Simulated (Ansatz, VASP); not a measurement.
Pd: VASP beside Ansatz

The input POSCAR:

```
Pd
1.0
    0.0000000000      1.9201927211      1.9201927211
    1.9201927211      0.0000000000      1.9201927211
    1.9201927211      1.9201927211      0.0000000000
Pd
1
Direct
    0.0000000000      0.0000000000      0.0000000000
```

File INCAR.step1:

```
SYSTEM = Pd
PREC = Accurate
ENCUT = 520
EDIFF = 1E-5
ISMEAR = -1
SIGMA = 0.05
LREAL = .False.
LASPH = .True.
NELM = 80
ALGO = Normal
ISIF = 2
LWAVE = .True.
LCHARG = .False.
GGA = PE
NBANDS = 11
```

Contents of INCAR.step2:

```
SYSTEM = Pd
PREC = Accurate
ENCUT = 520
EDIFF = 1E-7
ISMEAR = -1
SIGMA = 0.05
LREAL = .False.
LASPH = .True.
NELM = 80
ALGO = Normal
ISIF = 2
LWAVE = .False.
LCHARG = .False.
GGA = PE
LHFCALC = .True.
AEXX = 0.25
PRECFOCK = Normal
ISTART = 1
NBANDS = 11
```

File KPOINTS:

```
regular mesh
0
Gamma
  8 8 8
  0 0 0
```

File input:

```
crystal:
  lattice:
    - [0.0, 1.9201927211, 1.9201927211]
    - [1.9201927211, 0.0, 1.9201927211]
    - [1.9201927211, 1.9201927211, 0.0]
  atoms:
    - { symbol: Pd, position: [0.0, 0.0, 0.0] }
hamiltonian:
  xc: pbe0
  pseudopotentials: { kind: paw }
kpoints:
  mp_grid: { grid: [8, 8, 8] }
scf:
  occupations: { method: fermi_dirac, width: 0.05 }
output:
  forces: true
  stress: true
  eigenvalues: true
```

Alike in both runs: task single point; functional PBE0; k mesh 8 × 8 × 8; occupations fermi-dirac, width 0.05 eV; no spin polarisation.

|  | VASP | Ansatz |
| --- | --- | --- |
| version | VASP 6.6.1 | Ansatz 0.2.0 |
| potentials or method | VASP PAW PBE potentials, release 64 (Pd) | Ansatz PAW |
| plane-wave cutoff (eV) | 520 | 420 |
| valence electrons in the cell | 10 | 18 |

Ansatz gave:

| Item | Value |
| --- | --- |
| gap on the k mesh at the Fermi level (eV) | none |
| pressure (GPa) | 11.5 |

Question: Which values does VASP return?

Answer: gap on the k mesh at the Fermi level (eV): none; pressure (GPa): 11.7.

A gap of «none» marks a metal or a gap that the smearing closes. The functional is the same, so the differences come from potentials, cutoffs and numerics. VASP's potentials hold 10 valence electrons a cell and Ansatz's 18, so a difference there can come from the potentials and not from the codes.
